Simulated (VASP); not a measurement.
# WC (rocksalt type) (Fm-3m) in VASP: a series of runs

Runs on WC (rocksalt type). Level: PBE. Tasks: single point, relaxation of cell and atoms.

Program: VASP 6.6.1. These are calculated values, not measurements. Logs are shortened: lines on timing, memory, paths and dates and some standing lists are left out, and cuts for length are marked.

**1. The cell of the first run**

The structure is cubic, space group Fm-3m (No. 225). Conventional cell: a = 4.380 Å, b = 4.380 Å, c = 4.380 Å, α = 90.00°, β = 90.00°, γ = 90.00°. Within 2.9 Å of W (site symmetry m-3m) lie 6 C at 2.19 Å. C (site symmetry m-3m) has 6 W at 2.19 Å within 2.9 Å.

**2. Single point, PBE (10.50 Å³/atom)**

INCAR

```
ALGO = Normal ; EDIFF = 1E-6
ENCUT = 520 ; GGA = PE
ISIF = 2 ; ISMEAR = -1
LASPH = True ; LCHARG = False
LREAL = False ; LWAVE = False
NBANDS = 16 ; NELM = 100
PREC = Accurate ; SIGMA = 0.08
```

KPOINTS

```
k-points
0
Gamma
  15 15 15
```

POSCAR

```
WC
1.0
    0.0000000000      2.1900826249      2.1900826249
    2.1900826249      0.0000000000      2.1900826249
    2.1900826249      2.1900826249      0.0000000000
W C
1 1
Direct
    0.0000000000      0.0000000000      0.0000000000
    0.5000000000      0.5000000000      0.5000000000
```

Potentials or basis: VASP PAW PBE potentials, release 64 (W_sv, C).

Launch:

```sh
cat potpaw_PBE.64/W_sv/POTCAR potpaw_PBE.64/C/POTCAR > POTCAR
mpirun -np 1 vasp_std > vasp.out
```

OUTCAR:

```text
EDIFF = 1E-6
   ENCUT = 520
   GGA = PE
   ISIF = 2
   ISMEAR = -1
   LASPH = True
   LREAL = False
   NELM = 100
   PREC = Accurate

 ion  position               nearest neighbor table
   1  0.000  0.000  0.000-   2 2.19   2 2.19   2 2.19   2 2.19   2 2.19   2 2.19
   2  0.500  0.500  0.500-   1 2.19   1 2.19   1 2.19   1 2.19   1 2.19   1 2.19

  LATTYP: Found a face centered cubic cell.
 ALAT       =     4.3801652498

  Lattice vectors:

 A1 = (   0.0000000000,   2.1900826249,   2.1900826249)
 A2 = (   2.1900826249,   0.0000000000,   2.1900826249)
 A3 = (   2.1900826249,   2.1900826249,   0.0000000000)

Analysis of symmetry for initial positions (statically):
=====================================================================
 Subroutine PRICEL returns:
 Original cell was already a primitive cell.

 Routine SETGRP: Setting up the symmetry group for a
 face centered cubic supercell.

 Subroutine GETGRP returns: Found 48 space group operations
 (whereof 48 operations were pure point group operations)
 out of a pool of 48 trial point group operations.

The static configuration has the point symmetry O_h .

Analysis of symmetry for dynamics (positions and initial velocities):
=====================================================================
 Subroutine PRICEL returns:
 Original cell was already a primitive cell.

 Routine SETGRP: Setting up the symmetry group for a
 face centered cubic supercell.

 Subroutine GETGRP returns: Found 48 space group operations
 (whereof 48 operations were pure point group operations)
 out of a pool of 48 trial point group operations.

The dynamic configuration has the point symmetry O_h .

 Subroutine INISYM returns: Found 48 space group operations
 (whereof 48 operations are pure point group operations),
 and found     1 'primitive' translations

----------------------------------------------------------------------------------------

                                     Primitive cell

  volume of cell :      21.0093

  direct lattice vectors                    reciprocal lattice vectors
     0.000000000  2.190082625  2.190082625    -0.228301889  0.228301889  0.228301889
     2.190082625  0.000000000  2.190082625     0.228301889 -0.228301889  0.228301889
     2.190082625  2.190082625  0.000000000     0.228301889  0.228301889 -0.228301889

  length of vectors
     3.097244551  3.097244551  3.097244551     0.395430471  0.395430471  0.395430471

  position of ions in fractional coordinates (direct lattice)
     0.000000000  0.000000000  0.000000000
     0.500000000  0.500000000  0.500000000

  ion indices of the primitive-cell ions
   primitive index   ion index
                 1           1
                 2           2

----------------------------------------------------------------------------------------

 KPOINTS: k-points

Automatic generation of k-mesh.
 Grid dimensions read from file:
 generate k-points for:   15   15   15

 Generating k-lattice:

  Cartesian coordinates                     Fractional coordinates (reciprocal lattice)
    -0.015220126  0.015220126  0.015220126     0.066666667  0.000000000  0.000000000
     0.015220126 -0.015220126  0.015220126     0.000000000  0.066666667  0.000000000
     0.015220126  0.015220126 -0.015220126     0.000000000  0.000000000  0.066666667

  Length of vectors
     0.026362031  0.026362031  0.026362031

  Shift w.r.t. Gamma in fractional coordinates (k-lattice)
     0.000000000  0.000000000  0.000000000

 Subroutine IBZKPT returns following result:
 ===========================================

 Found    120 irreducible k-points:

 Following reciprocal coordinates:
            Coordinates               Weight
  0.000000  0.000000  0.000000      1.000000
  0.066667  0.000000  0.000000      8.000000
  0.133333  0.000000  0.000000      8.000000
  0.200000  0.000000  0.000000      8.000000
  0.266667  0.000000  0.000000      8.000000
  0.333333  0.000000  0.000000      8.000000
[... 16 lines left out ...]
  0.133333  0.133333  0.000000      6.000000
  0.200000  0.133333  0.000000     24.000000
 [... further k-points ...]
   k-points           NKPTS =    120   k-points in BZ     NKDIM =    120   number of bands    NBANDS=     16
   number of dos      NEDOS =    301   number of ions     NIONS =      2
   total plane-waves  NPLWV =  13824
   dimension x,y,z NGX =    24 NGY =   24 NGZ =   24
   dimension x,y,z NGXF=    48 NGYF=   48 NGZF=   48
   ions per type =               1   1
   NGX,Y,Z   is equivalent  to a cutoff of  12.88, 12.88, 12.88 a.u.
   NGXF,Y,Z  is equivalent  to a cutoff of  25.76, 25.76, 25.76 a.u.
 SYSTEM =  unknown system
   PREC   = accura    normal or accurate (medium, high low for compatibility)
   ISTART =      0    job   : 0-new  1-cont  2-samecut
   ICHARG =      2    charge: 1-file 2-atom 10-const
   ISPIN  =      1    spin polarized calculation?
   LNONCOLLINEAR =      F non collinear calculations
   LSORBIT =      F    spin-orbit coupling
   LASPH  =      T    aspherical Exc in radial PAW
   ENCUT  =  520.0 eV  38.22 Ry    6.18 a.u.   5.76  5.76  5.76*2*pi/ulx,y,z
   NELM   =    100;   NELMIN=  2; NELMDL= -5     # of ELM steps
   EDIFF  = 0.1E-05   stopping-criterion for ELM
   LREAL  =      F    real-space projection
   EDIFFG = 0.1E-04   stopping-criterion for IOM
   NSW    =      0    number of steps for IOM
   IBRION =     -1    ionic relax: 0-MD 1-quasi-New 2-CG
   NFREE  =      0    steps in history (QN), initial steepest desc. (CG)
   ISIF   =      2    stress and relaxation
   ISYM   =      2    0-nonsym 1-usesym 2-fastsym
   POTIM  = 0.5000    time-step for ionic-motion
   TEBEG  =    0.0;   TEEND  =   0.0 temperature during run
   PSTRESS=    0.0 pullay stress
   NELECT =      18.0000    total number of electrons
   NUPDOWN=      -1.0000    fix difference up-down
   EMIN   =  10.00;   EMAX   =-10.00  energy-range for DOS
   EFERMI =   0.00;   METHOD = LEGACY
   ISMEAR =    -1;   SIGMA  =   0.08  broadening in eV -4-tet -1-fermi 0-gaus
   EFERMI_NEDOS =   21; number of points for ismear=-14 and -15
   IALGO  =     38    algorithm
   IMIX   =      4    mixing-type and parameters
     AMIX     =   0.40;   BMIX     =  1.00
     AMIX_MAG =   1.60;   BMIX_MAG =  1.00
  volume/ion in A,a.u.               =      10.50        70.89
  Fermi-wavevector in a.u.,A,eV,Ry     =   1.554874  2.938286 32.893891  2.417633
  Thomas-Fermi vector in A             =   2.658897
   LORBIT       =      0    0 simple, 1 ext, 2 COOP (PROOUT), +10 PAW based schemes
   GGA     = PE    functional components
   LHFCALC =     F    Hartree Fock is set to
   AEXX    =    0.0000 exact exchange contribution
   IVDW    =     0    specifies the selected vdW correction
   LEPSILON=     F    determine dielectric tensor
   LRPA    =     F    only Hartree local field effects (RPA)
 non-spin polarized calculation
  energy-cutoff  :      520.00
  volume of cell :       21.01
 maximum number of plane-waves:       578
   NGX = 11   NGY = 11   NGZ = 11

 number of electron      18.0000001 magnetization

 Free energy of the ion-electron system (eV)
  ---------------------------------------------------
  ext. energy  EPLUGINS =         0.00000000
  ---------------------------------------------------
  free energy    TOTEN  =       -21.56688493 eV

  energy without entropy =      -21.54652931  energy(sigma->0) =      -21.55670712

 E-fermi :  12.4345     XC(G=0): -13.7351

 val. band max:       12.4286831826   @ k =  -0.4000   0.2667   0.1333
 cond. band min:      12.4369578616   @ k =  -0.2667   0.4000   0.1333
 fundamental gap:      0.0082746790
 Fermi energy:        12.4345222709

 k-point     1 :       0.0000    0.0000    0.0000
  band No.  band energies     occupation
      1     -62.9810      2.00000
      2     -26.9743      2.00000
      3     -26.9743      2.00000
      4     -26.9743      2.00000
      5      -3.3806      2.00000
      6       9.6996      2.00000
[... 8 lines left out ...]
     15      22.1354      0.00000
     16      35.7014      0.00000

 k-point     2 :       0.0667    0.0000    0.0000
  band No.  band energies     occupation
      1     -62.9794      2.00000
      2     -27.0012      2.00000
      3     -26.9772      2.00000
      4     -26.9772      2.00000
      5      -3.2551      2.00000
      6       9.2380      2.00000
[... 8 lines left out ...]
     15      22.4324      0.00000
     16      34.2520      0.00000

 k-point     3 :       0.1333    0.0000    0.0000
  band No.  band energies     occupation
      1     -62.9749      2.00000
      2     -27.0763      2.00000
      3     -26.9853      2.00000
      4     -26.9853      2.00000
      5      -2.8886      2.00000
      6       8.2569      2.00000
[... 8 lines left out ...]
     15      23.2328      0.00000
     16      31.9957      0.00000

 k-point     4 :       0.2000    0.0000    0.0000
  band No.  band energies     occupation
      1     -62.9682      2.00000
      2     -27.1854      2.00000
      3     -26.9972      2.00000
      4     -26.9972      2.00000
      5      -2.3094      2.00000
      6       7.1115      2.00000
[... 8 lines left out ...]
     15      24.2042      0.00000
     16      30.2265      0.00000

 k-point     5 :       0.2667    0.0000    0.0000
  band No.  band energies     occupation
      1     -62.9605      2.00000
      2     -27.3083      2.00000
      3     -27.0108      2.00000
      4     -27.0108      2.00000
      5      -1.5599      2.00000
      6       5.9367      2.00000
[... 8 lines left out ...]
     15      24.8031      0.00000
     16      29.0145      0.00000

 k-point     6 :       0.3333    0.0000    0.0000
  band No.  band energies     occupation
      1     -62.9530      2.00000
      2     -27.4236      2.00000
      3     -27.0238      2.00000
      4     -27.0238      2.00000
      5      -0.6924      2.00000
      6       4.7924      2.00000
[... 8 lines left out ...]
     15      25.2806      0.00000
     16      27.0298      0.00000

 k-point     7 :       0.4000    0.0000    0.0000
  band No.  band energies     occupation
      1     -62.9473      2.00000
      2     -27.5122      2.00000
      3     -27.0339      2.00000
      4     -27.0339      2.00000
      5       0.2292      2.00000
      6       3.7156      2.00000
[... 8 lines left out ...]
     15      25.4112      0.00000
     16      25.4112      0.00000

 k-point     8 :       0.4667    0.0000    0.0000
  band No.  band energies     occupation
      1     -62.9441      2.00000
      2     -27.5602      2.00000
      3     -27.0394      2.00000
      4     -27.0394      2.00000
      5       1.0584      2.00000
      6       2.8197      2.00000
[... 8 lines left out ...]
     15      24.4043      0.00000
     16      24.4043      0.00000

 k-point     9 :       0.0667    0.0667    0.0000
  band No.  band energies     occupation
      1     -62.9789      2.00000
      2     -26.9993      2.00000
      3     -26.9835      2.00000
      4     -26.9835      2.00000
      5      -3.2148      2.00000
      6       9.3726      2.00000
[... 8 lines left out ...]
     15      22.5317      0.00000
     16      34.1471      0.00000
[... 172 lines left out ...]
 k-point    19 :      -0.2667    0.0667    0.0000
  band No.  band energies     occupation
      1     -62.9569      2.00000
      2     -27.3472      2.00000
      3     -27.0435      2.00000
      4     -27.0076      2.00000
      5      -1.2138      2.00000
      6       5.4524      2.00000
[... 8 lines left out ...]
     15      25.0255      0.00000
     16      27.2871      0.00000

 k-point    20 :      -0.2000    0.0667    0.0000
  band No.  band energies     occupation
      1     -62.9645      2.00000
      2     -27.2295      2.00000
      3     -27.0282      2.00000
      4     -26.9936      2.00000
      5      -1.9896      2.00000
      6       6.5839      2.00000
[... 8 lines left out ...]
     15      24.6273      0.00000
     16      28.5490      0.00000

 k-point    21 :      -0.1333    0.0667    0.0000
  band No.  band energies     occupation
      1     -62.9716      2.00000
      2     -27.1192      2.00000
      3     -27.0109      2.00000
      4     -26.9827      2.00000
      5      -2.6177      2.00000
      6       7.7403      2.00000
[... 8 lines left out ...]
     15      23.7783      0.00000
     16      30.3596      0.00000

 k-point    22 :      -0.0667    0.0667    0.0000
  band No.  band energies     occupation
      1     -62.9769      2.00000
      2     -27.0378      2.00000
      3     -26.9930      2.00000
      4     -26.9769      2.00000
      5      -3.0508      2.00000
      6       8.8193      2.00000
[... 8 lines left out ...]
     15      22.8997      0.00000
     16      32.6227      0.00000

 k-point    23 :       0.1333    0.1333    0.0000
  band No.  band energies     occupation
      1     -62.9728      2.00000
      2     -27.0690      2.00000
      3     -27.0095      2.00000
      4     -27.0095      2.00000
      5      -2.7498      2.00000
      6       7.5348      2.00000
[... 8 lines left out ...]
     15      23.6282      0.00000
     16      31.9133      0.00000

 k-point    24 :       0.2000    0.1333    0.0000
  band No.  band energies     occupation
      1     -62.9678      2.00000
      2     -27.1397      2.00000
      3     -27.0268      2.00000
      4     -27.0204      2.00000
      5      -2.3565      2.00000
      6       6.7038      2.00000
[... 8 lines left out ...]
     15      24.4658      0.00000
     16      29.9396      0.00000

 [... further k-points ...]
[... 5 lines left out ...]
  --------------------------------------------------------------------------------------
  -------------------------------------------------------------------------------------
  Total        0.1187025      0.1187025      0.1187025      0.0000000      0.0000000      0.0000000
  in kB        9.0523019      9.0523019      9.0523019      0.0000000      0.0000000      0.0000000
  external PRESSURE =       9.0523019 kB  Pullay stress =       0.0000000 kB

 VOLUME and BASIS-vectors are now :
 -----------------------------------------------------------------------------
  energy-cutoff  :      520.00
  volume of cell :       21.01
      direct lattice vectors                 reciprocal lattice vectors
     0.000000000  2.190082625  2.190082625    -0.228301889  0.228301889  0.228301889
     2.190082625  0.000000000  2.190082625     0.228301889 -0.228301889  0.228301889
     2.190082625  2.190082625  0.000000000     0.228301889  0.228301889 -0.228301889

 POSITION                                       TOTAL-FORCE (eV/Angst)
 -----------------------------------------------------------------------------------
      0.00000      0.00000      0.00000        -0.000000     -0.000000     -0.000000
      2.19008      2.19008      2.19008         0.000000      0.000000      0.000000
 -----------------------------------------------------------------------------------
    total drift:                                0.000000     -0.000000     -0.000000

  FREE ENERGIE OF THE ION-ELECTRON SYSTEM (eV)
  ---------------------------------------------------
  free  energy   TOTEN  =       -21.5668849338 eV

  energy  without entropy=      -21.5465293114  energy(sigma->0) =      -21.55670712
```

It took 18 s on 1 thread of Intel Xeon Platinum 8259CL at 2.50GHz (Skylake/Cascade Lake), shared host; peak memory 0.17 GiB.

Results:

| Quantity | Value |
| --- | --- |
| Free energy | -21.5669 eV |
| Pressure | 0.9 GPa |
| Band gap on the k mesh | zero (bands 9 and 10 overlap by 3.03 eV) |

Levels at points of the mesh, in eV from the Fermi level:
```tsv
k point	band 7	band 8	band 9	band 10	band 11	band 12
(0.00, 0.00, 0.00)	-2.73	-2.73	-1.05	-1.05	-1.05	-0.94
```

Caveat: spin-orbit coupling is left out, which moves the levels of the heavy elements.

**3. Relaxation of cell and atoms, PBE**

This run uses another cell than the first one, of 10.00 Å³/atom.

INCAR

```
  PREC = Accurate
  ENCUT = 600
  EDIFF = 1E-6
  ISMEAR = -1
  SIGMA = 0.08
  LREAL = False
  LASPH = True
  NELM = 100
  ALGO = Normal
  ISIF = 3
  LWAVE = False
  LCHARG = False
  GGA = PE
  IBRION = 2
  NSW = 60
  EDIFFG = -0.005
```

KPOINTS

```
Automatic mesh
0
Gamma
  15 15 15
```

POSCAR

```
WC
1.0
    0.0000000000      2.1544346900      2.1544346900
    2.1544346900      0.0000000000      2.1544346900
    2.1544346900      2.1544346900      0.0000000000
W C
1 1
Direct
    0.0000000000      0.0000000000      0.0000000000
    0.5000000000      0.5000000000      0.5000000000
```

Potentials or basis: VASP PAW PBE potentials, release 64 (W_sv, C).

Launch:

```sh
cat potpaw_PBE.64/W_sv/POTCAR potpaw_PBE.64/C/POTCAR > POTCAR
mpirun -np 1 vasp_std > vasp.out
```

Run time: 2 min. Hardware: 1 thread of Intel Xeon Platinum 8259CL at 2.50GHz (Skylake/Cascade Lake), shared host; peak memory 0.19 GiB.

It converged, with:

```
Free energy                           : -21.5670 eV
Relaxed volume                        : 10.53 Å³/atom
Relaxed cell                          : a = 3.100 Å, b = 3.100 Å, c = 3.100 Å, α = 60.00°, β = 60.00°, γ = 60.00°
Space group after relaxing (to 0.1 Å) : Fm-3m (No. 225)
Energy gained by relaxing             : 33.2 meV/atom
Ionic steps                           : 16
Pressure after relaxing               : 0.0 GPa
```

Step by step:
| step | energy change (eV) | largest force (eV/Å) | pressure (GPa) | volume (Å³) |
| --- | --- | --- | --- | --- |
| 1 | 0.0000 | 0.0000 | 21.05 | 20.00 |
| 2 | 0.3148 | 0.0000 | -36.33 | 24.05 |
| 3 | -0.0661 | 0.0000 | -0.99 | 21.12 |
| 4 | -0.0663 | 0.0000 | -0.08 | 21.06 |
| 5 | -0.0663 | 0.0000 | 0.29 | 21.04 |
| 6 | -0.0663 | 0.0000 | 0.31 | 21.04 |
| 7 | -0.0663 | 0.0000 | 0.29 | 21.04 |
| 8 | -0.0663 | 0.0000 | 0.25 | 21.04 |
| 9 | -0.0663 | 0.0000 | 0.25 | 21.04 |
| 10 | -0.0663 | 0.0000 | 0.25 | 21.04 |
| 11 | -0.0663 | 0.0000 | 0.25 | 21.04 |
| 12 | -0.0663 | 0.0000 | 0.25 | 21.04 |
| 13 | -0.0663 | 0.0000 | 0.25 | 21.05 |
| 14 | -0.0663 | 0.0000 | 0.25 | 21.05 |
| 15 | -0.0663 | 0.0000 | 0.20 | 21.05 |
| 16 | -0.0663 | 0.0000 | 0.04 | 21.06 |

Final structure:
```cif
data_structure
_symmetry_space_group_name_H-M 'P 1'
_symmetry_Int_Tables_number 1
_cell_length_a 3.0996
_cell_length_b 3.0996
_cell_length_c 3.0996
_cell_angle_alpha 60.000
_cell_angle_beta 60.000
_cell_angle_gamma 60.000
_cell_volume 21.06
loop_
_atom_site_label
_atom_site_type_symbol
_atom_site_fract_x
_atom_site_fract_y
_atom_site_fract_z
_atom_site_occupancy
W1 W 0.00000 0.00000 0.00000 1
C1 C 0.50000 0.50000 0.50000 1
```

Levels at points of the mesh, in eV from the Fermi level:
```
           k point  band 7  band 8  band 9  band 10  band 11  band 12
(0.00, 0.00, 0.00)   -2.73   -2.73   -1.05    -1.05    -1.05    -0.94
```

Caveat: the highest band is partly filled, so the run has too few bands; spin-orbit coupling is left out, which moves the levels of the heavy elements.
